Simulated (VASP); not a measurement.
# Os (P6_3/mmc) in VASP: further runs

The runs below take Os through single point, with r2SCAN0, r2SCAN+rVV10.

All numbers are computed with VASP 6.6.1; they aren't measurements. Logs are shortened: lines on timing, memory, paths and dates and some standing lists are left out, and cuts for length are marked.

## 1. The cell of the first run

The structure is hexagonal, space group P6_3/mmc (No. 194). Conventional cell: a = 2.716 Å, b = 2.716 Å, c = 4.291 Å, α = 90.00°, β = 90.00°, γ = 120.00°. Within 3.5 Å of Os (site symmetry -6m2) lie 12 Os at 2.66 to 2.72 Å.

## 2. Single point, r2SCAN0

Input file POSCAR:

```
Os
1.0
    2.7157497827      0.0000000000      0.0000000000
   -1.3578748913      2.3519083021      0.0000000000
    0.0000000000      0.0000000000      4.2907078513
Os
2
Direct
    0.6666666667      0.3333333333      0.7500000000
    0.3333333333      0.6666666667      0.2500000000
```

Input file INCAR.step1:

```
SYSTEM = Os
  ALGO = Normal
  EDIFF = 1E-5
  ENCUT = 520
  GGA = PE
  ISIF = 2
  ISMEAR = -1
  LASPH = .True.
  LCHARG = .False.
  LREAL = .False.
  LWAVE = .True.
  NBANDS = 15
  NELM = 100
  PREC = Accurate
  SIGMA = 0.05
```

Input file INCAR.step2:

```
SYSTEM = Os
  AEXX = 0.25
  ALGO = Normal
  EDIFF = 1E-6
  ENCUT = 520
  ISIF = 2
  ISMEAR = -1
  ISTART = 1
  LASPH = .True.
  LCHARG = .False.
  LHFCALC = .True.
  LMIXTAU = .True.
  LREAL = .False.
  LWAVE = .False.
  METAGGA = R2SCAN
  NBANDS = 15
  NELM = 100
  PREC = Accurate
  PRECFOCK = Normal
  SIGMA = 0.05
```

Input file KPOINTS:

```
k-points
0
Gamma
  6 6 3
  0 0 0
```

Potentials or basis: VASP PAW PBE potentials, release 64 (Os).

The run is started by

```bash
> cat potpaw_PBE.64/Os/POTCAR > POTCAR
> cp INCAR.step1 INCAR
> mpirun -np 1 vasp_std > vasp.out
> cp INCAR.step2 INCAR
> mpirun -np 1 vasp_std > vasp.out
```

OUTCAR:

```text
SYSTEM = Os
   AEXX = 0.25
   EDIFF = 1E-6
   ENCUT = 520
   ISIF = 2
   ISMEAR = -1
   ISTART = 1
   LASPH = .True.
   LHFCALC = .True.
   LREAL = .False.
   METAGGA = R2SCAN
   NELM = 100
   PREC = Accurate
   PRECFOCK = Normal

 ion  position               nearest neighbor table
   1  0.667  0.333  0.750-   2 2.66   2 2.66   2 2.66   2 2.66   2 2.66   2 2.66
   2  0.333  0.667  0.250-   1 2.66   1 2.66   1 2.66   1 2.66   1 2.66   1 2.66

  LATTYP: Found a hexagonal cell.
 ALAT       =     2.7157497827
 C/A-ratio  =     1.5799348963

  Lattice vectors:

 A1 = (   2.7157497827,   0.0000000000,   0.0000000000)
 A2 = (  -1.3578748913,   2.3519083021,   0.0000000000)
 A3 = (   0.0000000000,   0.0000000000,   4.2907078513)

Analysis of symmetry for initial positions (statically):
=====================================================================
 Subroutine PRICEL returns:
 Original cell was already a primitive cell.

 Routine SETGRP: Setting up the symmetry group for a
 hexagonal supercell.

 Subroutine GETGRP returns: Found 24 space group operations
 (whereof 12 operations were pure point group operations)
 out of a pool of 24 trial point group operations.

The static configuration has the point symmetry D_3d.
 The point group associated with its full space group is D_6h.

Analysis of symmetry for dynamics (positions and initial velocities):
=====================================================================
 Subroutine PRICEL returns:
 Original cell was already a primitive cell.

 Routine SETGRP: Setting up the symmetry group for a
 hexagonal supercell.

 Subroutine GETGRP returns: Found 24 space group operations
 (whereof 12 operations were pure point group operations)
 out of a pool of 24 trial point group operations.

The dynamic configuration has the point symmetry D_3d.
 The point group associated with its full space group is D_6h.

 Subroutine INISYM returns: Found 24 space group operations
 (whereof 12 operations are pure point group operations),
 and found     1 'primitive' translations

----------------------------------------------------------------------------------------

                                     Primitive cell

  volume of cell :      27.4056

  direct lattice vectors                    reciprocal lattice vectors
     2.715749783  0.000000000  0.000000000     0.368222436  0.212593322  0.000000000
    -1.357874891  2.351908302  0.000000000     0.000000000  0.425186645  0.000000000
[... 91 lines left out ...]
   IALGO  =     38    algorithm
   IMIX   =      1    mixing-type and parameters
     AMIX     =   0.40;   BMIX     =  1.00
     AMIX_MAG =   1.60;   BMIX_MAG =  1.00
  volume/ion in A,a.u.               =      13.70        92.47
  Fermi-wavevector in a.u.,A,eV,Ry     =   1.368259  2.585635 25.471929  1.872134
  Thomas-Fermi vector in A             =   2.494239
   LORBIT       =      0    0 simple, 1 ext, 2 COOP (PROOUT), +10 PAW based schemes
   METAGGA = R2SCAN    functional components
   LHFCALC =     T    Hartree Fock is set to
   PRECFOCK=normal    Normal, Fast or Accurate (Low or Medium for compatibility)
   ENCUT4O =  -1.0   cutoff for four orbital integrals eV
   NKREDX  =     1    reduce k-point grid by
   NKREDY  =     1    reduce k-point grid by
   NKREDZ  =     1    reduce k-point grid by
   AEXX    =    0.2500 exact exchange contribution
   HFSCREEN=    0.0000 screening length (either q_TF or 0.3 A-1)
   HFSCREENC=   0.0000 screening length for correlation (either q_TF or 0.3 A-1)
   ENCUTFOCK=  -1.0 apply spherical cutoff to Coloumb kernel
   IVDW    =     0    specifies the selected vdW correction
   LEPSILON=     F    determine dielectric tensor
   LRPA    =     F    only Hartree local field effects (RPA)
 non-spin polarized calculation
  energy-cutoff  :      520.00
  volume of cell :       27.41
 maximum number of plane-waves:       756
  NGX = 16; NGY = 16; NGZ = 28

 number of electron      15.9999998 magnetization

 Free energy of the ion-electron system (eV)
  ---------------------------------------------------
  ext. energy  EPLUGINS =         0.00000000
  ---------------------------------------------------
  free energy    TOTEN  =       -91.45682057 eV

  energy without entropy =      -91.45430700  energy(sigma->0) =      -91.45556379

 E-fermi :   9.2775     XC(G=0): -12.0653

 val. band max:        9.1970063498   @ k =   0.1667   0.1667   0.0000
 cond. band min:       9.8443322826   @ k =   0.1667   0.0000   0.3333
 fundamental gap:      0.6473259329
 Fermi energy:         9.2775330918

 k-point     1 :       0.0000    0.0000    0.0000
  band No.  band energies     occupation
      1      -3.8358      2.00000
      2      -0.2928      2.00000
      3       5.1977      2.00000
      4       5.1977      2.00000
      5       5.6213      2.00000
      6       6.1603      2.00000
      7       6.1603      2.00000
      8       6.8872      2.00000
      9       6.8872      2.00000
     10       8.7563      1.99994
     11      11.8229      0.00000
     12      11.8229      0.00000
     13      20.5655      0.00000
     14      25.3262      0.00000
[... 221 lines left out ...]
      2       2.0406      2.00000
      3       2.0734      2.00000
      4       3.3722      2.00000
      5       4.7323      2.00000
      6       4.7323      2.00000
      7       6.9773      2.00000
      8       8.4312      2.00000
      9      11.9053      0.00000
     10      11.9053      0.00000
     11      18.0217      0.00000
     12      18.0217      0.00000
     13      21.0251      0.00000
     14      22.6411      0.00000
     15      22.6411      0.00000

------------------------ aborting loop because EDIFF is reached ----------------------------------------

  FORCE on cell =-STRESS in cart. coord.  units (eV):
  Direction    XX          YY          ZZ          XY          YZ          ZX
  --------------------------------------------------------------------------------------
  -------------------------------------------------------------------------------------
  Total        0.5807060      0.5807060     -0.5488011      0.0000000     -0.0000000      0.0000000
  in kB       33.9490645     33.9490645    -32.0838481      0.0000000     -0.0000000      0.0000000
  external PRESSURE =      11.9380936 kB  Pullay stress =       0.0000000 kB

 VOLUME and BASIS-vectors are now :
 -----------------------------------------------------------------------------
  energy-cutoff  :      520.00
  volume of cell :       27.41
      direct lattice vectors                 reciprocal lattice vectors
     2.715749783  0.000000000  0.000000000     0.368222436  0.212593322  0.000000000
    -1.357874891  2.351908302  0.000000000     0.000000000  0.425186645  0.000000000
     0.000000000  0.000000000  4.290707851     0.000000000  0.000000000  0.233061778

 POSITION                                       TOTAL-FORCE (eV/Angst)
 -----------------------------------------------------------------------------------
      1.35787      0.78397      3.21803        -0.000000     -0.000000     -0.000000
     -0.00000      1.56794      1.07268         0.000000      0.000000      0.000000
 -----------------------------------------------------------------------------------
    total drift:                               -0.000000     -0.000000     -0.000000

  FREE ENERGIE OF THE ION-ELECTRON SYSTEM (eV)
  ---------------------------------------------------
  free  energy   TOTEN  =       -91.4568205683 eV

  energy  without entropy=      -91.4543070048  energy(sigma->0) =      -91.45556379
```

OUTCAR.step1:

```text
SYSTEM = Os
   EDIFF = 1E-5
   ENCUT = 520
   GGA = PE
   ISIF = 2
   ISMEAR = -1
   LASPH = .True.
[... 462 lines left out ...]
      1.35787      0.78397      3.21803        -0.000000      0.000000      0.000000
     -0.00000      1.56794      1.07268         0.000000      0.000000      0.000000
 -----------------------------------------------------------------------------------
    total drift:                                0.000000     -0.000000     -0.000000

  FREE ENERGIE OF THE ION-ELECTRON SYSTEM (eV)
  ---------------------------------------------------
  free  energy   TOTEN  =       -22.3033507669 eV

  energy  without entropy=      -22.2919523322  energy(sigma->0) =      -22.29765155
```

Wall time 28 min (1 thread of AMD EPYC 7R13, shared host); peak memory 0.17 GiB.

Results:

- Free energy: -91.4568 eV
- Pressure: 1.2 GPa
- Band gap on the k mesh: zero (bands 8 and 9 overlap by 5.46 eV)

Stress tensor (GPa, compression positive):
```
 3.39  0.00  0.00
 0.00  3.39  0.00
 0.00  0.00 -3.21
```

Caveat: the k points lie up to 0.49 Å⁻¹ apart, too coarse for converged energies and pressures of a metal; the PAW data sets were made with another functional, which shifts forces and pressure a little; spin-orbit coupling is left out, which moves the levels of the heavy elements.

## 3. Single point, r2SCAN0

This run uses another cell than the first one, of 14.26 Å³/atom.

Input file POSCAR:

```
Os
1.0
    2.7522071502      0.0000000000      0.0000000000
   -1.3761035751      2.3834813086      0.0000000000
    0.0000000000      0.0000000000      4.3483081185
Os
2
Direct
    0.6666666667      0.3333333333      0.7500000000
    0.3333333333      0.6666666667      0.2500000000
```

Input file INCAR.step1:

```
SYSTEM = Os
PREC     = Accurate       ! precision mode
ENCUT    = 520            ! plane-wave cutoff, eV
EDIFF    = 1E-5           ! SCF threshold, eV
ISMEAR   = -1             ! smearing method
SIGMA    = 0.05           ! smearing width, eV
LREAL    = .False.        ! projectors in reciprocal space
LASPH    = .True.         ! aspherical terms in the spheres
NELM     = 80             ! most SCF steps
ALGO     = Normal         ! electronic algorithm
ISIF     = 2              ! what is computed and relaxed
LWAVE    = .True.         ! write WAVECAR
GGA      = PE             ! functional
NBANDS   = 15             ! bands
```

Input file INCAR.step2:

```
SYSTEM = Os
PREC     = Accurate       ! precision mode
ENCUT    = 520            ! plane-wave cutoff, eV
EDIFF    = 1E-7           ! SCF threshold, eV
ISMEAR   = -1             ! smearing method
SIGMA    = 0.05           ! smearing width, eV
LREAL    = .False.        ! projectors in reciprocal space
LASPH    = .True.         ! aspherical terms in the spheres
NELM     = 80             ! most SCF steps
ALGO     = Normal         ! electronic algorithm
ISIF     = 2              ! what is computed and relaxed
LWAVE    = .False.        ! write WAVECAR
LCHARG   = .True.         ! write CHGCAR
METAGGA  = R2SCAN         ! meta-GGA
LHFCALC  = .True.         ! exact exchange
AEXX     = 0.25           ! exact-exchange fraction
LMIXTAU  = .True.       
PRECFOCK = Normal       
LELF     = .True.         ! ELF
LVHAR    = .True.       
ISTART   = 1            
NBANDS   = 15             ! bands
```

Input file KPOINTS:

```
regular mesh
0
Gamma
  6 6 3
  0 0 0
```

Potentials or basis: VASP PAW PBE potentials, release 64 (Os).

The run is started by

```bash
> cat potpaw_PBE.64/Os/POTCAR > POTCAR
> cp INCAR.step1 INCAR
> mpirun -np 1 vasp_std > vasp.out
> cp INCAR.step2 INCAR
> mpirun -np 1 vasp_std > vasp.out
```

Wall time 34 min (1 thread of AMD EPYC 7R13, shared host); peak memory 0.17 GiB.

The run converged. Its results:

* Free energy: -91.4023 eV
* Pressure: -16.3 GPa
* Band gap on the k mesh: zero (bands 8 and 9 overlap by 5.20 eV)

Stress tensor (GPa, compression positive):
```
-13.87   0.00   0.00
  0.00 -13.87   0.00
  0.00   0.00 -21.12
```

Levels at points of the mesh, in eV from the Fermi level:
```csv
k point,band 4,band 5,band 6,band 7,band 8,band 9,band 10,band 11,band 12,band 13
"(0.00, 0.00, 0.00)",-3.88,-3.48,-2.98,-2.98,-2.30,-2.30,-0.52,2.42,2.42,10.76
"(0.50, 0.00, 0.00)",-4.56,-3.65,-3.40,-2.47,2.89,3.49,3.50,5.54,6.96,10.98
```

Caveat: the k points lie up to 0.48 Å⁻¹ apart, too coarse for converged energies and pressures of a metal; the PAW data sets were made with another functional, which shifts forces and pressure a little; spin-orbit coupling is left out, which moves the levels of the heavy elements.

(Continued in part 2 of 2.)

The gap in the log of VASP goes by the Fermi energy; the results here count the filled bands.